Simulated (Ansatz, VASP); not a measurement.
# C: VASP beside Ansatz

```
C
1.0
     0.00000    1.73564    1.82465
     1.73564    0.00000    1.82465
     1.73564    1.73564    0.00000
C
2
Direct
  0.50000 0.50000 0.50000
  0.75000 0.75000 0.75000
```

Change from the starting cell: strain -0.025 along x and y, +0.025 along z, atoms carried along.

Alike in both runs: task single point; functional r2SCAN; k mesh 12 × 12 × 12; occupations gaussian, width 0.05 eV; no spin polarisation.

|  | VASP | Ansatz |
| --- | --- | --- |
| version | VASP 6.6.1 | Ansatz 0.2.0 |
| potentials or method | VASP PAW PBE potentials, release 64 (C), cutoff 520 eV | scalar-relativistic, plane waves, PAW |
| valence electrons in the cell | 8 | 8 |

```tsv
	VASP	Ansatz	Ansatz less VASP
gap on the k mesh at the Fermi level (eV)	3.74	3.77	+0.031
least direct gap on the mesh (eV)	5.44	5.48	+0.047
pressure (GPa)	13.6	12.4	-1.22
traceless stress, the component that is largest in VASP (GPa)	-35.72	-35.79	-0.066
```

VASP's potentials were made for PBE, not for r2SCAN.
